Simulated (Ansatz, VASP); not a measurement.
## One calculation of TiO2, two programs

```
Ti O
1.0
    -1.87940    1.87940    4.72537
     1.87940   -1.87940    4.72537
     1.87940    1.87940   -4.72537
Ti O
2 4
Direct
  0.75000 0.25000 0.50000
  0.00000 0.00000 0.00000
  0.79190 0.79190 0.00000
  0.54190 0.04190 0.50000
  0.95810 0.45810 0.50000
  0.20810 0.20810 0.00000
```

Alike in both runs: task single point; functional LDA; k mesh 10 × 10 × 10; occupations fermi-dirac, width 0.05 eV; no spin polarisation.

|  | VASP | Ansatz |
| --- | --- | --- |
| version | VASP 6.6.1 | Ansatz 0.2.0 |
| potentials or method | VASP PAW LDA potentials, release 64 (Ti_sv, O) | PseudoDojo standard (LDA files) |
| plane-wave cutoff (eV) | 520 | 1143 |
| valence electrons in the cell | 48 | 48 |

|  | VASP | Ansatz | Ansatz less VASP |
| --- | --- | --- | --- |
| gap on the k mesh at the Fermi level (eV) | 2.05 | 2.10 | +0.053 |
| least direct gap on the mesh (eV) | 2.39 | 2.44 | +0.058 |

LDA's correlation is that of Perdew and Zunger in VASP and of Perdew and Wang (1992) in Ansatz.
